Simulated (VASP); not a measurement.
Eu3Ag, 4 atoms in the cell. It takes space group Pm-3m (No. 221, cubic). The conventional cell has a = 4.444 Å, b = 4.444 Å, c = 4.444 Å, α = 90.00°, β = 90.00°, γ = 90.00°. Eu (site symmetry 4/mmm) has 8 Eu at 3.14 Å and 4 Ag at 3.14 Å within 4.1 Å. Within 4.1 Å of Ag (site symmetry m-3m) lie 12 Eu at 3.14 Å. 

```yaml
Program: VASP 6.6.1
Task: single point
Functional: LDA
Potentials_or_basis: VASP PAW PBE potentials, release 64 (Eu, Ag)
Cutoff: 520 eV
k_mesh: 6 × 6 × 6
Occupations: fermi-dirac, width 0.08 eV
Spin: collinear spin, ferromagnetic start
Starting_moments: "[7.0, 7.0, 7.0, 0.0] μB"
Dipole_correction: no
Further_INCAR_settings: ALGO = Normal; EDIFF = 1e-07; NBANDS = 43
```

Potentials or basis: VASP PAW PBE potentials, release 64 (Eu, Ag).

Command:

```console
$ cat potpaw_PBE.64/Eu/POTCAR potpaw_PBE.64/Ag/POTCAR > POTCAR
$ mpirun -np 1 vasp_std > vasp.out
```

Hardware: 1 thread of Intel(R) Xeon(R) Platinum 8488C (Sapphire Rapids) (shared host).

**Question.** How long does it take, and how much memory?

**Answer.** Wall time 9.8 min on 1 thread of Intel(R) Xeon(R) Platinum 8488C (Sapphire Rapids), on a shared host, peak memory 0.28 GiB. Counts: scf iterations 60, k points 20.
